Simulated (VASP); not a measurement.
A run of VASP 6.6.1:

Contents of INCAR:

```
SYSTEM = I
  PREC = Accurate
  ENCUT = 520
  EDIFF = 1E-6
  ISMEAR = -1
  SIGMA = 0.05
  LREAL = .FALSE.
  LASPH = .TRUE.
  NELM = 80
  ALGO = Normal
  ISIF = 2
  LWAVE = .FALSE.
  LCHARG = .FALSE.
  GGA = CA
  NBANDS = 10
```

The input KPOINTS:

```
regular mesh
0
G
  9 9 9
  0 0 0
```

Contents of POSCAR:

```
I
1.0
    0.0000000000      2.3812671275      3.9357338680
    2.2067640717      0.0000000000      3.9357338680
    2.2067640717      2.3812671275      0.0000000000
I
1
Direct
    0.0000000000      0.0000000000      0.0000000000
```

Potentials or basis: VASP PAW LDA potentials, release 64 (I).

Command:

```console
$ cat potpaw_LDA.64/I/POTCAR > POTCAR
$ mpirun -np 1 vasp_std > vasp.out
```

Hardware: 1 thread of Intel(R) Xeon(R) 6975P-C (Granite Rapids) (shared host).

How long does it take, and how much memory?

Run time: 12 s on 1 thread of Intel(R) Xeon(R) 6975P-C (Granite Rapids), on a shared host, peak memory 0.18 GiB. Counts: scf iterations 10, k points 125.
